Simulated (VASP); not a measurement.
# C in VASP: further runs

Runs on C. Level: PBE. Tasks: single point, relaxation of the atoms.

Program: VASP 6.6.1. These are calculated values, not measurements. Logs are shortened: lines on timing, memory, paths and dates and some standing lists are left out, and cuts for length are marked.

## Step 1: The cell of the first run

The cell holds a slab with vacuum, 4 atoms: a = 2.466 Å, b = 2.466 Å, c = 23.521 Å, α = 90.00°, β = 90.00°, γ = 120.00°.

## Step 2: Single point, PBE

Input file INCAR:

```
PREC = Accurate
ENCUT = 520
EDIFF = 1E-7
ISMEAR = 0
SIGMA = 0.1
LREAL = F
LASPH = T
NELM = 60
ALGO = Normal
ISIF = 2
LWAVE = F
LCHARG = F
LDIPOL = T
IDIPOL = 3
DIPOL = 0.5 0.5 0.500
GGA = PE
NBANDS = 16
```

Input file KPOINTS:

```
Automatic mesh
0
Gamma
  15 15 1
```

Input file POSCAR:

```
C
1.0
    2.4663511032      0.0000000000      0.0000000000
   -1.2331755516      2.1359227100      0.0000000000
    0.0000000000      0.0000000000     23.5214856148
C
4
Direct
    0.3333333333      0.6666666667      0.3188574107
    0.6666666667      0.3333333333      0.3188574107
    0.3333333333      0.6666666667      0.6811425893
    0.6666666667      0.3333333333      0.6811425893
```

Potentials or basis: VASP PAW PBE potentials, release 64 (C).

Started as:

```sh
$ cat potpaw_PBE.64/C/POTCAR > POTCAR
$ mpirun -np 1 vasp_std > vasp.out
```

OUTCAR:

```text
PREC = Accurate
   ENCUT = 520
   EDIFF = 1E-7
   ISMEAR = 0
   LREAL = F
   LASPH = T
   NELM = 60
   ISIF = 2
   GGA = PE

 ion  position               nearest neighbor table
   1  0.333  0.667  0.319-   2 1.42   2 1.42   2 1.42
   2  0.667  0.333  0.319-   1 1.42   1 1.42   1 1.42
   3  0.333  0.667  0.681-   4 1.42   4 1.42   4 1.42
   4  0.667  0.333  0.681-   3 1.42   3 1.42   3 1.42

  LATTYP: Found a hexagonal cell.
 ALAT       =     2.4663511032
 C/A-ratio  =     9.5369574852

  Lattice vectors:

 A1 = (   2.4663511032,   0.0000000000,   0.0000000000)
 A2 = (  -1.2331755516,   2.1359227100,   0.0000000000)
 A3 = (   0.0000000000,   0.0000000000,  23.5214856148)

Analysis of symmetry for initial positions (statically):
=====================================================================
 Subroutine PRICEL returns:
 Original cell was already a primitive cell.

 Routine SETGRP: Setting up the symmetry group for a
 hexagonal supercell.

 Subroutine GETGRP returns: Found 24 space group operations
 (whereof 24 operations were pure point group operations)
 out of a pool of 24 trial point group operations.

The static configuration has the point symmetry D_6h.

Analysis of symmetry for dynamics (positions and initial velocities):
=====================================================================
 Subroutine PRICEL returns:
 Original cell was already a primitive cell.

 Routine SETGRP: Setting up the symmetry group for a
 hexagonal supercell.

 Subroutine GETGRP returns: Found 24 space group operations
 (whereof 24 operations were pure point group operations)
 out of a pool of 24 trial point group operations.

The dynamic configuration has the point symmetry D_6h.

 Subroutine INISYM returns: Found 24 space group operations
 (whereof 24 operations are pure point group operations),
 and found     1 'primitive' translations

----------------------------------------------------------------------------------------

                                     Primitive cell

  volume of cell :     123.9097

  direct lattice vectors                    reciprocal lattice vectors
     2.466351103  0.000000000  0.000000000     0.405457276  0.234090867  0.000000000
    -1.233175552  2.135922710  0.000000000     0.000000000  0.468181735  0.000000000
     0.000000000  0.000000000 23.521485615     0.000000000  0.000000000  0.042514321

  length of vectors
     2.466351103  2.466351103 23.521485615     0.468181735  0.468181735  0.042514321

  position of ions in fractional coordinates (direct lattice)
     0.333333333  0.666666667  0.318857411
     0.666666667  0.333333333  0.318857411
     0.333333333  0.666666667  0.681142589
     0.666666667  0.333333333  0.681142589

  ion indices of the primitive-cell ions
   primitive index   ion index
                 1           1
                 2           2
                 3           3
                 4           4

----------------------------------------------------------------------------------------

 KPOINTS: Automatic mesh

Automatic generation of k-mesh.
 Grid dimensions read from file:
 generate k-points for:   15   15    1

 Generating k-lattice:

  Cartesian coordinates                     Fractional coordinates (reciprocal lattice)
     0.027030485  0.015606058  0.000000000     0.066666667  0.000000000  0.000000000
     0.000000000  0.031212116  0.000000000     0.000000000  0.066666667  0.000000000
     0.000000000  0.000000000  0.042514321     0.000000000  0.000000000  1.000000000

  Length of vectors
     0.031212116  0.031212116  0.042514321

  Shift w.r.t. Gamma in fractional coordinates (k-lattice)
     0.000000000  0.000000000  0.000000000

 Subroutine IBZKPT returns following result:
 ===========================================

 Found     27 irreducible k-points:

 Following reciprocal coordinates:
            Coordinates               Weight
  0.000000  0.000000  0.000000      1.000000
  0.066667 -0.000000  0.000000      6.000000
  0.133333  0.000000  0.000000      6.000000
  0.200000  0.000000  0.000000      6.000000
  0.266667  0.000000  0.000000      6.000000
  0.333333  0.000000  0.000000      6.000000
[... 16 lines left out ...]
  0.333333  0.200000  0.000000     12.000000
  0.400000  0.200000  0.000000      6.000000
 [... further k-points ...]
   k-points           NKPTS =     27   k-points in BZ     NKDIM =     27   number of bands    NBANDS=     16
   number of dos      NEDOS =    301   number of ions     NIONS =      4
   total plane-waves  NPLWV =  58320
   dimension x,y,z NGX =    18 NGY =   18 NGZ =  180
   dimension x,y,z NGXF=    36 NGYF=   36 NGZF=  360
   ions per type =               4
   NGX,Y,Z   is equivalent  to a cutoff of  12.13, 12.13, 12.72 a.u.
   NGXF,Y,Z  is equivalent  to a cutoff of  24.27, 24.27, 25.44 a.u.
 SYSTEM =  unknown system
   PREC   = accura    normal or accurate (medium, high low for compatibility)
   ISTART =      0    job   : 0-new  1-cont  2-samecut
   ICHARG =      2    charge: 1-file 2-atom 10-const
   ISPIN  =      1    spin polarized calculation?
   LNONCOLLINEAR =      F non collinear calculations
   LSORBIT =      F    spin-orbit coupling
   LASPH  =      T    aspherical Exc in radial PAW
   ENCUT  =  520.0 eV  38.22 Ry    6.18 a.u.   4.59  4.59 43.73*2*pi/ulx,y,z
   NELM   =     60;   NELMIN=  2; NELMDL= -5     # of ELM steps
   EDIFF  = 0.1E-06   stopping-criterion for ELM
   LREAL  =      F    real-space projection
   EDIFFG = 0.1E-05   stopping-criterion for IOM
   NSW    =      0    number of steps for IOM
   IBRION =     -1    ionic relax: 0-MD 1-quasi-New 2-CG
   NFREE  =      0    steps in history (QN), initial steepest desc. (CG)
   ISIF   =      2    stress and relaxation
   ISYM   =      2    0-nonsym 1-usesym 2-fastsym
   POTIM  = 0.5000    time-step for ionic-motion
   TEBEG  =    0.0;   TEEND  =   0.0 temperature during run
   PSTRESS=    0.0 pullay stress
   NELECT =      16.0000    total number of electrons
   NUPDOWN=      -1.0000    fix difference up-down
   EMIN   =  10.00;   EMAX   =-10.00  energy-range for DOS
   EFERMI =   0.00;   METHOD = LEGACY
   ISMEAR =     0;   SIGMA  =   0.10  broadening in eV -4-tet -1-fermi 0-gaus
   EFERMI_NEDOS =   21; number of points for ismear=-14 and -15
   IALGO  =     38    algorithm
   IMIX   =      4    mixing-type and parameters
     AMIX     =   0.40;   BMIX     =  1.00
     AMIX_MAG =   1.60;   BMIX_MAG =  1.00
  volume/ion in A,a.u.               =      30.98       209.05
  Fermi-wavevector in a.u.,A,eV,Ry     =   0.827459  1.563671  9.315749  0.684688
  Thomas-Fermi vector in A             =   1.939667
   LORBIT       =      0    0 simple, 1 ext, 2 COOP (PROOUT), +10 PAW based schemes
   GGA     = PE    functional components
   LHFCALC =     F    Hartree Fock is set to
   AEXX    =    0.0000 exact exchange contribution
   IVDW    =     0    specifies the selected vdW correction
   LEPSILON=     F    determine dielectric tensor
   LRPA    =     F    only Hartree local field effects (RPA)
 non-spin polarized calculation
 Gauss-broadening in eV      SIGMA  =   0.10
  energy-cutoff  :      520.00
  volume of cell :      123.91
 maximum number of plane-waves:      3382
   NGX =  9   NGY =  9   NGZ = 87

 dipolmoment           0.000000      0.000000      0.000000 electrons x Angstroem

 number of electron      15.9999995 magnetization

 dipolmoment           0.000000      0.000000     -0.000000 electrons x Angstroem

 Free energy of the ion-electron system (eV)
  ---------------------------------------------------
  ext. energy  EPLUGINS =         0.00000000
  ---------------------------------------------------
  free energy    TOTEN  =       -36.89778036 eV

  energy without entropy =      -36.89577436  energy(sigma->0) =      -36.89677736

 E-fermi :  -1.6921     XC(G=0):  -3.6331

 val. band max:       -1.6921665462   @ k =   0.3333   0.3333   0.0000
 cond. band min:      -1.6921239130   @ k =   0.3333   0.3333   0.0000
 fundamental gap:      0.0000426332
 Fermi energy:        -1.6921452299

 k-point     1 :       0.0000    0.0000    0.0000
  band No.  band energies     occupation
      1     -21.2111      2.00000
      2     -21.2111      2.00000
      3      -9.3065      2.00000
      4      -9.3063      2.00000
      5      -4.7384      2.00000
      6      -4.7384      2.00000
[... 8 lines left out ...]
     15       5.5399      0.00000
     16       6.6103      0.00000

 k-point     2 :       0.0667   -0.0000    0.0000
  band No.  band energies     occupation
      1     -21.1062      2.00000
      2     -21.1061      2.00000
      3      -9.1811      2.00000
      4      -9.1809      2.00000
      5      -5.1627      2.00000
      6      -5.1627      2.00000
[... 8 lines left out ...]
     15       5.6766      0.00000
     16       6.6586      0.00000

 k-point     3 :       0.1333    0.0000    0.0000
  band No.  band energies     occupation
      1     -20.7919      2.00000
      2     -20.7919      2.00000
      3      -8.8071      2.00000
      4      -8.8069      2.00000
      5      -6.2897      2.00000
      6      -6.2897      2.00000
[... 8 lines left out ...]
     15       6.0797      0.00000
     16       6.6729      0.00000

 k-point     4 :       0.2000    0.0000    0.0000
  band No.  band energies     occupation
      1     -20.2706      2.00000
      2     -20.2706      2.00000
      3      -8.1915      2.00000
      4      -8.1913      2.00000
      5      -7.8355      2.00000
      6      -7.8355      2.00000
[... 8 lines left out ...]
     15       6.4580      0.00000
     16       6.5303      0.00000
[... 324 lines left out ...]
 k-point    22 :       0.2667    0.2000    0.0000
  band No.  band energies     occupation
      1     -17.4326      2.00000
      2     -17.4326      2.00000
      3     -11.9182      2.00000
      4     -11.9181      2.00000
      5      -9.9773      2.00000
      6      -9.9773      2.00000
[... 8 lines left out ...]
     15       8.5155      0.00000
     16       9.3220      0.00000

 k-point    23 :       0.3333    0.2000    0.0000
  band No.  band energies     occupation
      1     -16.2904      2.00000
      2     -16.2904      2.00000
      3     -13.3399      2.00000
      4     -13.3398      2.00000
      5     -10.4035      2.00000
      6     -10.4035      2.00000
[... 8 lines left out ...]
     15       9.1882      0.00000
     16       9.2818      0.00000

 k-point    24 :       0.4000    0.2000    0.0000
  band No.  band energies     occupation
      1     -15.3651      2.00000
      2     -15.3650      2.00000
      3     -14.3742      2.00000
      4     -14.3742      2.00000
      5     -10.5362      2.00000
      6     -10.5362      2.00000
[... 8 lines left out ...]
     15      10.1007      0.00000
     16      10.3128      0.00000

 [... further k-points ...]

------------------------ aborting loop because EDIFF is reached ----------------------------------------

 vacuum level on the upper side and lower side of the slab       (xc-potential included)        -0.012        -0.012

  FORCE on cell =-STRESS in cart. coord.  units (eV):
  Direction    XX          YY          ZZ          XY          YZ          ZX
  --------------------------------------------------------------------------------------
  -------------------------------------------------------------------------------------
  Total        0.1760419      0.1760419     -0.0212305      0.0000000     -0.0000000      0.0000000
  in kB        2.2762582      2.2762582     -0.2745144      0.0000000     -0.0000000      0.0000000
  external PRESSURE =       1.4260006 kB  Pullay stress =       0.0000000 kB

 VOLUME and BASIS-vectors are now :
 -----------------------------------------------------------------------------
  energy-cutoff  :      520.00
  volume of cell :      123.91
      direct lattice vectors                 reciprocal lattice vectors
     2.466351103  0.000000000  0.000000000     0.405457276  0.234090867  0.000000000
    -1.233175552  2.135922710  0.000000000     0.000000000  0.468181735  0.000000000
     0.000000000  0.000000000 23.521485615     0.000000000  0.000000000  0.042514321

 POSITION                                       TOTAL-FORCE (eV/Angst)
 -----------------------------------------------------------------------------------
     -0.00000      1.42395      7.50000        -0.000000      0.000000     -0.000108
      1.23318      0.71197      7.50000         0.000000     -0.000000     -0.000108
     -0.00000      1.42395     16.02149        -0.000000      0.000000      0.000108
      1.23318      0.71197     16.02149         0.000000      0.000000      0.000108
 -----------------------------------------------------------------------------------
    total drift:                               -0.000000     -0.000000     -0.000000

  FREE ENERGIE OF THE ION-ELECTRON SYSTEM (eV)
  ---------------------------------------------------
  free  energy   TOTEN  =       -36.8977803645 eV

  energy  without entropy=      -36.8957743572  energy(sigma->0) =      -36.89677736

 vacuum level on the upper side and lower side of the slab         2.536         2.536
```

It took 54 s on 1 thread of AMD EPYC 7R13 (Zen 3), shared host; peak memory 0.2 GiB.

What came out:

| Quantity | Value |
| --- | --- |
| Free energy | -36.8978 eV |
| Band gap on the k mesh | zero (filled and empty bands touch) |

## Step 3: Relaxation of the atoms, PBE

Input file INCAR:

```
SYSTEM = C
PREC = Accurate
ENCUT = 520
EDIFF = 1E-6
ISMEAR = 0
SIGMA = 0.1
LREAL = .FALSE.
LASPH = .TRUE.
NELM = 60
ALGO = Normal
ISIF = 2
LWAVE = .FALSE.
LCHARG = .FALSE.
LDIPOL = .TRUE.
IDIPOL = 3
DIPOL = 0.5 0.5 0.500
GGA = PE
IBRION = 2
NSW = 80
EDIFFG = -0.02
```

Input file KPOINTS:

```
Automatic mesh
0
G
  15 15 1
  0 0 0
```

POSCAR is that of step 2.

Potentials or basis: VASP PAW PBE potentials, release 64 (C).

Started as:

```sh
$ cat potpaw_PBE.64/C/POTCAR > POTCAR
$ mpirun -np 1 vasp_std > vasp.out
```

OUTCAR:

```text
SYSTEM = C
   PREC = Accurate
   ENCUT = 520
   EDIFF = 1E-6
   ISMEAR = 0
   LREAL = .FALSE.
   LASPH = .TRUE.
   NELM = 60
   ISIF = 2
   GGA = PE
   IBRION = 2
   NSW = 80
   EDIFFG = -0.02

 ion  position               nearest neighbor table
   1  0.333  0.667  0.319-   2 1.42   2 1.42   2 1.42
   2  0.667  0.333  0.319-   1 1.42   1 1.42   1 1.42
   3  0.333  0.667  0.681-   4 1.42   4 1.42   4 1.42
   4  0.667  0.333  0.681-   3 1.42   3 1.42   3 1.42

  LATTYP: Found a hexagonal cell.
 ALAT       =     2.4663511032
 C/A-ratio  =     9.5369574852

  Lattice vectors:

 A1 = (   2.4663511032,   0.0000000000,   0.0000000000)
 A2 = (  -1.2331755516,   2.1359227100,   0.0000000000)
 A3 = (   0.0000000000,   0.0000000000,  23.5214856148)

Analysis of symmetry for initial positions (statically):
=====================================================================
 Subroutine PRICEL returns:
 Original cell was already a primitive cell.

 Routine SETGRP: Setting up the symmetry group for a
 hexagonal supercell.
[... 529 lines left out ...]
  band No.  band energies     occupation
      1     -15.3654      2.00000
      2     -15.3654      2.00000
      3     -14.3745      2.00000
      4     -14.3745      2.00000
      5     -10.5366      2.00000
      6     -10.5365      2.00000
      7      -3.1932      2.00000
      8      -3.1931      2.00000
      9      -0.3945      0.00000
     10      -0.3944      0.00000
     11       9.1086      0.00000
     12       9.1091      0.00000

 [... further k-points ...]

------------------------ aborting loop because EDIFF is reached ----------------------------------------

 vacuum level on the upper side and lower side of the slab       (xc-potential included)        -0.009        -0.009

  FORCE on cell =-STRESS in cart. coord.  units (eV):
  Direction    XX          YY          ZZ          XY          YZ          ZX
  --------------------------------------------------------------------------------------
  -------------------------------------------------------------------------------------
  Total        0.1760325      0.1760325     -0.0200971      0.0000000      0.0000000      0.0000000
  in kB        2.2761359      2.2761359     -0.2598597      0.0000000      0.0000000      0.0000000
  external PRESSURE =       1.4308040 kB  Pullay stress =       0.0000000 kB

 VOLUME and BASIS-vectors are now :
 -----------------------------------------------------------------------------
  energy-cutoff  :      520.00
  volume of cell :      123.91
      direct lattice vectors                 reciprocal lattice vectors
     2.466351103  0.000000000  0.000000000     0.405457276  0.234090867  0.000000000
    -1.233175552  2.135922710  0.000000000     0.000000000  0.468181735  0.000000000
     0.000000000  0.000000000 23.521485615     0.000000000  0.000000000  0.042514321

 POSITION                                       TOTAL-FORCE (eV/Angst)
 -----------------------------------------------------------------------------------
     -0.00000      1.42395      7.50000        -0.000000     -0.000000     -0.000094
      1.23318      0.71197      7.50000        -0.000000      0.000000     -0.000094
     -0.00000      1.42395     16.02149         0.000000     -0.000000      0.000094
      1.23318      0.71197     16.02149        -0.000000      0.000000      0.000094
 -----------------------------------------------------------------------------------
    total drift:                               -0.000000     -0.000000     -0.000000

  FREE ENERGIE OF THE ION-ELECTRON SYSTEM (eV)
  ---------------------------------------------------
  free  energy   TOTEN  =       -36.8977797724 eV

  energy  without entropy=      -36.8957737650  energy(sigma->0) =      -36.89677677

 reached required accuracy - stopping structural energy minimisation

 vacuum level on the upper side and lower side of the slab         2.545         2.545
```

Run time: 37 s. Hardware: 1 thread of AMD EPYC 7R13 (Zen 3), shared host; peak memory 0.19 GiB.

What came out:

| Quantity | Value |
| --- | --- |
| Free energy | -36.8978 eV |
| Band gap on the k mesh | zero (filled and empty bands touch) |

Final structure:
```
C
1.0
     2.46635    0.00000    0.00000
    -1.23318    2.13592    0.00000
     0.00000    0.00000   23.52149
C
4
Cartesian
  0.0000 1.4239 7.5000
  1.2332 0.7120 7.5000
  0.0000 1.4239 16.0215
  1.2332 0.7120 16.0215
```

Levels at points of the mesh, in eV from the Fermi level:
```csv
k point,band 4,band 5,band 6,band 7,band 8,band 9,band 10,band 11,band 12
"(0.00, 0.00, 0.00)",-7.61,-3.05,-3.05,-3.05,-3.05,3.09,3.42,3.89,4.91
```
